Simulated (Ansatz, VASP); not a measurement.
## AlN: VASP beside Ansatz

The input INCAR:

```
SYSTEM = AlN
PREC = Accurate
ENCUT = 520
EDIFF = 1E-7
ISMEAR = 0
SIGMA = 0.05
LREAL = .False.
LASPH = .True.
NELM = 60
ALGO = Normal
ISIF = 2
LWAVE = .False.
LCHARG = .False.
GGA = PS
NBANDS = 16
```

File KPOINTS:

```
Automatic mesh
0
Gamma
  9 9 6
  0 0 0
```

The input POSCAR:

```
AlN
1.0
    3.3411000000      0.0000000000      0.0000000000
   -1.6705500000      2.8934774766      0.0000000000
    0.0000000000      0.0000000000      4.0158000000
Al N
2 2
Direct
    0.3333333333      0.6666666667      0.7500000000
    0.6666666667      0.3333333333      0.2500000000
    0.3333333333      0.6666666667      0.2500000000
    0.6666666667      0.3333333333      0.7500000000
```

Input for Ansatz:

```yaml
crystal:
  lattice:
    - [3.3411, 0.0, 0.0]
    - [-1.67055, 2.8934774766, 0.0]
    - [0.0, 0.0, 4.0158]
  atoms:
    - { symbol: Al, position: [0.3333333333, 0.6666666667, 0.75] }
    - { symbol: Al, position: [0.6666666667, 0.3333333333, 0.25] }
    - { symbol: "N", position: [0.3333333333, 0.6666666667, 0.25] }
    - { symbol: "N", position: [0.6666666667, 0.3333333333, 0.75] }
basis:
  ecutwfc: 520.0
kpoints:
  mp_grid: { grid: [9, 9, 6] }
hamiltonian:
  xc: pbesol
  pseudopotentials: { kind: paw, azcp: { folder: soft_1 } }
scf:
  occupations: { method: gaussian, width: 0.05 }
output:
  forces: true
  stress: true
  eigenvalues: true
  write_density: true
  write_potential: true
  elf: true
  volumetric_format: npy
```

Alike in both runs: task single point; functional PBEsol; k mesh 9 × 9 × 6; occupations gaussian, width 0.05 eV; no spin polarisation.

|  | VASP | Ansatz |
| --- | --- | --- |
| version | VASP 6.6.1 | Ansatz 0.2.0 |
| potentials or method | VASP PAW PBE potentials, release 64 (Al, N), cutoff 520 eV | scalar-relativistic, plane waves, PAW |
| valence electrons in the cell | 16 | 16 |

VASP gave:

```
gap on the k mesh at the Fermi level (eV)                     : 3.50
least direct gap on the mesh (eV)                             : 3.50
pressure (GPa)                                                : 1.1
traceless stress, the component that is largest in VASP (GPa) : 6.28
```

Q: Estimate Ansatz's values.

A: gap on the k mesh at the Fermi level (eV): 3.49; least direct gap on the mesh (eV): 3.49; pressure (GPa): 1.1; traceless stress, the component that is largest in VASP (GPa): 6.21.

VASP's potentials were made for PBE, not for PBEsol, and Ansatz warns of the same on its side.
